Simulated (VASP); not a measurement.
The system is TiO2.

```
Ti O
1.0
     2.65079   -2.65140    0.00000
     2.65079    2.65140    0.00000
    -2.57977    0.00000    4.69872
Ti O
2 4
Direct
  0.86589 0.13411 0.75000
  0.13411 0.86589 0.25000
  0.08876 0.33122 0.16715
  0.91124 0.66878 0.83285
  0.66878 0.91124 0.33285
  0.33122 0.08876 0.66715
```

Base run:

| Property | Result |
| --- | --- |
| Program | VASP 6.6.1 |
| Functional | LDA |
| Potentials or basis | VASP PAW LDA potentials, release 64 (Ti_sv, O) |
| Cutoff | 520 eV |
| k mesh | 8 × 8 × 6 |
| Occupations | fermi-dirac, width 0.05 eV |
| Spin | no spin polarisation |

Its results: band gap on the k mesh 2.08 eV (least direct gap 2.43 eV); pressure 1.2 GPa; largest force 0.145 eV/Å.

Task: The run is repeated on the same cell with these changes: functional from LDA to PBEsol; potentials or basis from VASP PAW LDA potentials, release 64 (Ti_sv, O) to VASP PAW PBE potentials, release 64 (Ti_sv, O). What comes out?

Result: Band gap on the k mesh 2.14 eV (least direct gap 2.49 eV); pressure 6.6 GPa; largest force 0.162 eV/Å.

Caveats: the cell stands under pressure (at least some runs); the PAW data sets were made with another functional, which shifts forces and pressure a little (at least some runs).

A k mesh can miss the band edges.
